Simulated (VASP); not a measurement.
# Zn2SeS in VASP: single point with PBE

Aim: the single point of Zn2SeS with PBE.

Everything below comes from runs of VASP 6.6.1. Logs are shortened: lines on timing, memory, paths and dates and some standing lists are left out, and cuts for length are marked.

### Step 1. The cell of the first run

The cell holds a sheet with vacuum, 4 atoms: a = 3.999 Å, b = 3.999 Å, c = 30.407 Å, α = 90.00°, β = 90.00°, γ = 120.00°.

### Step 2. Single point, PBE

File POSCAR:

```
Zn2SeS
1.0
    3.9992146511     -0.0000002965      0.0000000000
   -1.9996070688      3.4634216313      0.0000000000
    0.0000000000      0.0000000000     30.4067200000
Zn Se S
2 1 1
Direct
    0.3333333333      0.6666666667      0.3251403543
    0.6666666667      0.3333333333      0.2604516639
    0.6666666667      0.3333333333      0.3500672223
    0.3333333333      0.6666666667      0.2423698267
```

File INCAR.step1:

```
SYSTEM = Zn2SeS
ALGO = Normal ; DIPOL = 0.5 0.5 0.295
EDIFF = 1E-6 ; ENCUT = 520
GGA = PE ; IDIPOL = 3
ISIF = 2 ; ISMEAR = 0
LASPH = .TRUE. ; LCHARG = .TRUE.
LDIPOL = .TRUE. ; LREAL = .FALSE.
LWAVE = .FALSE. ; NBANDS = 26
NELM = 80 ; PREC = Accurate
SIGMA = 0.02
```

File KPOINTS.step1:

```
k-points
0
G
  12 12 1
  0 0 0
```

File INCAR.step2:

```
SYSTEM = Zn2SeS
ALGO = Normal ; DIPOL = 0.5 0.5 0.295
EDIFF = 1E-6 ; ENCUT = 520
GGA = PE ; ICHARG = 11
IDIPOL = 3 ; ISIF = 2
ISMEAR = -5 ; LASPH = .TRUE.
LCHARG = .FALSE. ; LDIPOL = .TRUE.
LORBIT = 11 ; LREAL = .FALSE.
LWAVE = .FALSE. ; NEDOS = 1001
NELM = 80 ; PREC = Accurate
SIGMA = 0.02
```

File KPOINTS.step2:

```
k-points
0
G
  18 18 1
  0 0 0
```

Potentials or basis: VASP PAW PBE potentials, release 64 (Zn, Se, S).

The run is started by

```console
$ cat potpaw_PBE.64/Zn/POTCAR potpaw_PBE.64/Se/POTCAR potpaw_PBE.64/S/POTCAR > POTCAR
$ cp INCAR.step1 INCAR
$ cp KPOINTS.step1 KPOINTS
$ mpirun -np 1 vasp_std > vasp.out
$ cp INCAR.step2 INCAR
$ cp KPOINTS.step2 KPOINTS
$ mpirun -np 1 vasp_std > vasp.out
```

OUTCAR:

```text
SYSTEM = Zn2SeS
   EDIFF = 1E-6
   ENCUT = 520
   GGA = PE
   ICHARG = 11
   ISIF = 2
   ISMEAR = -5
   LASPH = .TRUE.
   LORBIT = 11
   LREAL = .FALSE.
   NELM = 80
   PREC = Accurate

 ion  position               nearest neighbor table
   1  0.333  0.667  0.325-   3 2.43   3 2.43   3 2.43   4 2.52   2 3.03   2 3.03   2 3.03
   2  0.667  0.333  0.260-   4 2.37   4 2.37   4 2.37   3 2.72   1 3.03   1 3.03   1 3.03
   3  0.667  0.333  0.350-   1 2.43   1 2.43   1 2.43   2 2.72
   4  0.333  0.667  0.242-   2 2.37   2 2.37   2 2.37   1 2.52

  LATTYP: Found a hexagonal cell.
 ALAT       =     3.9992146511
 C/A-ratio  =     7.6031727858

  Lattice vectors:

 A1 = (   3.9992146511,  -0.0000002965,   0.0000000000)
 A2 = (  -1.9996070688,   3.4634216313,   0.0000000000)
 A3 = (   0.0000000000,   0.0000000000,  30.4067200000)

Analysis of symmetry for initial positions (statically):
=====================================================================
 Subroutine PRICEL returns:
 Original cell was already a primitive cell.

 Routine SETGRP: Setting up the symmetry group for a
 hexagonal supercell.

 Subroutine GETGRP returns: Found  6 space group operations
 (whereof  6 operations were pure point group operations)
 out of a pool of 24 trial point group operations.

The static configuration has the point symmetry C_3v.

Analysis of symmetry for dynamics (positions and initial velocities):
=====================================================================
 Subroutine PRICEL returns:
 Original cell was already a primitive cell.

 Routine SETGRP: Setting up the symmetry group for a
 hexagonal supercell.

 Subroutine GETGRP returns: Found  6 space group operations
 (whereof  6 operations were pure point group operations)
 out of a pool of 24 trial point group operations.

The dynamic configuration has the point symmetry C_3v.

 Subroutine INISYM returns: Found  6 space group operations
 (whereof  6 operations are pure point group operations),
 and found     1 'primitive' translations

----------------------------------------------------------------------------------------

                                     Primitive cell

  volume of cell :     421.1624

  direct lattice vectors                    reciprocal lattice vectors
     3.999214651 -0.000000296  0.000000000     0.250049105  0.144365893  0.000000000
    -1.999607069  3.463421631  0.000000000     0.000000021  0.288731823  0.000000000
     0.000000000  0.000000000 30.406720000     0.000000000  0.000000000  0.032887467

  length of vectors
     3.999214651  3.999214651 30.406720000     0.288731823  0.288731823  0.032887467

  position of ions in fractional coordinates (direct lattice)
     0.333333333  0.666666667  0.325140354
     0.666666667  0.333333333  0.260451664
     0.666666667  0.333333333  0.350067222
     0.333333333  0.666666667  0.242369827

  ion indices of the primitive-cell ions
   primitive index   ion index
                 1           1
                 2           2
                 3           3
                 4           4

----------------------------------------------------------------------------------------

 KPOINTS: k-points

Automatic generation of k-mesh.
 Grid dimensions read from file:
 generate k-points for:   18   18    1

 Generating k-lattice:

  Cartesian coordinates                     Fractional coordinates (reciprocal lattice)
     0.013891617  0.008020327  0.000000000     0.055555556  0.000000000  0.000000000
     0.000000001  0.016040657  0.000000000     0.000000000  0.055555556  0.000000000
     0.000000000  0.000000000  0.032887467     0.000000000  0.000000000  1.000000000

  Length of vectors
     0.016040657  0.016040657  0.032887467

  Shift w.r.t. Gamma in fractional coordinates (k-lattice)
     0.000000000  0.000000000  0.000000000

 TETIRR: Found    169 inequivalent tetrahedra from     1944

 Subroutine IBZKPT returns following result:
 ===========================================

 Found     37 irreducible k-points:

 Following reciprocal coordinates:
            Coordinates               Weight
  0.000000  0.000000  0.000000      1.000000
  0.055556 -0.000000  0.000000      6.000000
  0.111111 -0.000000  0.000000      6.000000
  0.166667  0.000000  0.000000      6.000000
  0.222222 -0.000000  0.000000      6.000000
  0.277778 -0.000000  0.000000      6.000000
[... 16 lines left out ...]
  0.333333  0.111111  0.000000     12.000000
  0.388889  0.111111  0.000000     12.000000
 [... further k-points ...]
   k-points           NKPTS =     37   k-points in BZ     NKDIM =     37   number of bands    NBANDS=     22
   number of dos      NEDOS =   1001   number of ions     NIONS =      4
   total plane-waves  NPLWV = 216000
   dimension x,y,z NGX =    30 NGY =   30 NGZ =  240
   dimension x,y,z NGXF=    60 NGYF=   60 NGZF=  480
   ions per type =               2   1   1
   NGX,Y,Z   is equivalent  to a cutoff of  12.47, 12.47, 13.12 a.u.
   NGXF,Y,Z  is equivalent  to a cutoff of  24.94, 24.94, 26.24 a.u.
 SYSTEM =  Zn2SeS
   PREC   = accura    normal or accurate (medium, high low for compatibility)
   ISTART =      0    job   : 0-new  1-cont  2-samecut
   ICHARG =     11    charge: 1-file 2-atom 10-const
   ISPIN  =      1    spin polarized calculation?
   LNONCOLLINEAR =      F non collinear calculations
   LSORBIT =      F    spin-orbit coupling
   LASPH  =      T    aspherical Exc in radial PAW
   ENCUT  =  520.0 eV  38.22 Ry    6.18 a.u.   7.44  7.44 56.54*2*pi/ulx,y,z
   NELM   =     80;   NELMIN=  2; NELMDL=  0     # of ELM steps
   EDIFF  = 0.1E-05   stopping-criterion for ELM
   LREAL  =      F    real-space projection
   EDIFFG = 0.1E-04   stopping-criterion for IOM
   NSW    =      0    number of steps for IOM
   IBRION =     -1    ionic relax: 0-MD 1-quasi-New 2-CG
   NFREE  =      0    steps in history (QN), initial steepest desc. (CG)
   ISIF   =      2    stress and relaxation
   ISYM   =      2    0-nonsym 1-usesym 2-fastsym
   POTIM  = 0.5000    time-step for ionic-motion
   TEBEG  =    0.0;   TEEND  =   0.0 temperature during run
   PSTRESS=    0.0 pullay stress
   NELECT =      36.0000    total number of electrons
   NUPDOWN=      -1.0000    fix difference up-down
   EMIN   =  10.00;   EMAX   =-10.00  energy-range for DOS
   EFERMI =   0.00;   METHOD = LEGACY
   ISMEAR =    -5;   SIGMA  =   0.02  broadening in eV -4-tet -1-fermi 0-gaus
   EFERMI_NEDOS =   21; number of points for ismear=-14 and -15
   IALGO  =     38    algorithm
   IMIX   =      4    mixing-type and parameters
     AMIX     =   0.40;   BMIX     =  1.00
     AMIX_MAG =   1.60;   BMIX_MAG =  1.00
  volume/ion in A,a.u.               =     105.29       710.54
  Fermi-wavevector in a.u.,A,eV,Ry     =   0.721150  1.362776  7.075815  0.520058
  Thomas-Fermi vector in A             =   1.810785
   LORBIT       =     11    0 simple, 1 ext, 2 COOP (PROOUT), +10 PAW based schemes
   GGA     = PE    functional components
   LHFCALC =     F    Hartree Fock is set to
   AEXX    =    0.0000 exact exchange contribution
   IVDW    =     0    specifies the selected vdW correction
   LEPSILON=     F    determine dielectric tensor
   LRPA    =     F    only Hartree local field effects (RPA)
 non-spin polarized calculation
 Fermi weights with tetrahedron method with Bloechl corrections
  energy-cutoff  :      520.00
  volume of cell :      421.16
 maximum number of plane-waves:     11400
 NGX is ok and might be reduce to    30

 number of electron      36.0000023 magnetization

 dipolmoment           0.000000      0.000000      0.014525 electrons x Angstroem

 Free energy of the ion-electron system (eV)
  ---------------------------------------------------
  ext. energy  EPLUGINS =         0.00000000
  ---------------------------------------------------
  free energy    TOTEN  =       -12.34643289 eV

  energy without entropy =      -12.34643289  energy(sigma->0) =      -12.34643289

 E-fermi :  -4.2925     XC(G=0):  -2.2802

 val. band max:       -4.3061617615   @ k =   0.0000   0.0000   0.0000
 cond. band min:      -2.5568028966   @ k =   0.0000   0.0000   0.0000
 fundamental gap:      1.7493588650
 Fermi energy:        -4.2924901905

 k-point     1 :       0.0000    0.0000    0.0000
  band No.  band energies     occupation
      1     -17.2335      2.00000
      2     -16.6136      2.00000
      3     -11.0030      2.00000
      4     -11.0030      2.00000
      5     -10.7437      2.00000
      6     -10.7437      2.00000
[... 14 lines left out ...]
     21       1.0000      0.00000
     22       1.1160      0.00000

 k-point     2 :       0.0556   -0.0000    0.0000
  band No.  band energies     occupation
      1     -17.2157      2.00000
      2     -16.6017      2.00000
      3     -11.0034      2.00000
      4     -10.9965      2.00000
      5     -10.7459      2.00000
      6     -10.7389      2.00000
[... 14 lines left out ...]
     21       0.9970      0.00000
     22       1.1499      0.00000

 k-point     3 :       0.1111   -0.0000    0.0000
  band No.  band energies     occupation
      1     -17.1634      2.00000
      2     -16.5671      2.00000
      3     -11.0033      2.00000
      4     -10.9776      2.00000
      5     -10.7518      2.00000
      6     -10.7251      2.00000
[... 14 lines left out ...]
     21       0.9228      0.00000
     22       1.2569      0.00000
[... 476 lines left out ...]
 k-point    23 :       0.3333    0.1111    0.0000
  band No.  band energies     occupation
      1     -16.5888      2.00000
      2     -16.2548      2.00000
      3     -10.8688      2.00000
      4     -10.7828      2.00000
      5     -10.7290      2.00000
      6     -10.6432      2.00000
[... 14 lines left out ...]
     21       0.2101      0.00000
     22       1.5888      0.00000

 k-point    24 :       0.3889    0.1111    0.0000
  band No.  band energies     occupation
      1     -16.5134      2.00000
      2     -16.2297      2.00000
      3     -10.8372      2.00000
      4     -10.7663      2.00000
      5     -10.6846      2.00000
      6     -10.6388      2.00000
[... 14 lines left out ...]
     21       0.0967      0.00000
     22       1.5682      0.00000

 [... further k-points ...]

------------------------ aborting loop because EDIFF is reached ----------------------------------------

 vacuum level on the upper side and lower side of the slab       (xc-potential included)         0.087        -0.100

  FORCE on cell =-STRESS in cart. coord.  units (eV):
  Direction    XX          YY          ZZ          XY          YZ          ZX
  --------------------------------------------------------------------------------------
  -------------------------------------------------------------------------------------
  Total        0.1300661      0.1300661      0.0714605     -0.0000000      0.0000000      0.0000000
  in kB        0.4947945      0.4947945      0.2718486     -0.0000000      0.0000000      0.0000000
  external PRESSURE =       0.4204792 kB  Pullay stress =       0.0000000 kB

 VOLUME and BASIS-vectors are now :
 -----------------------------------------------------------------------------
  energy-cutoff  :      520.00
  volume of cell :      421.16
      direct lattice vectors                 reciprocal lattice vectors
     3.999214651 -0.000000296  0.000000000     0.250049105  0.144365893  0.000000000
    -1.999607069  3.463421631  0.000000000     0.000000021  0.288731823  0.000000000
     0.000000000  0.000000000 30.406720000     0.000000000  0.000000000  0.032887467

 POSITION                                       TOTAL-FORCE (eV/Angst)
 -----------------------------------------------------------------------------------
      0.00000      2.30895      9.88645        -0.000000      0.000000     -0.012098
      1.99961      1.15447      7.91948        -0.000000     -0.000000      0.009789
      1.99961      1.15447     10.64440         0.000000      0.000000      0.026425
      0.00000      2.30895      7.36967         0.000000      0.000000     -0.024115
 -----------------------------------------------------------------------------------
    total drift:                                0.000107     -0.000061     -0.000787

  FREE ENERGIE OF THE ION-ELECTRON SYSTEM (eV)
  ---------------------------------------------------
  free  energy   TOTEN  =       -12.3464328920 eV

  energy  without entropy=      -12.3464328920  energy(sigma->0) =      -12.34643289

 vacuum level on the upper side and lower side of the slab         1.636         1.446

 total charge

# of ion       s       p       d       tot
------------------------------------------
    1        0.528   0.453   9.794  10.775
    2        0.497   0.408   9.796  10.702
    3        1.454   2.388   0.030   3.872
    4        1.329   2.382   0.000   3.711
--------------------------------------------------
tot          3.808   5.632  19.620  29.059
```

Wall time 21 min (1 thread of Intel Xeon 8259CL, shared host); peak memory 0.7 GiB.

Results:

* Valence electrons inside the program's atomic spheres: Zn 10.78, 10.70; Se 3.87; S 3.71

Levels at points of the mesh, in eV from the valence-band top:
| k point | band 16 | band 17 | band 18 | band 19 | band 20 | band 21 |
| --- | --- | --- | --- | --- | --- | --- |
| (0.00, 0.00, 0.00) | -0.66 | 0.00 | 0.00 | 1.75 | 2.42 | 5.31 |
| (0.50, 0.00, 0.00) | -2.18 | -1.05 | -0.93 | 2.96 | 3.76 | 4.27 |
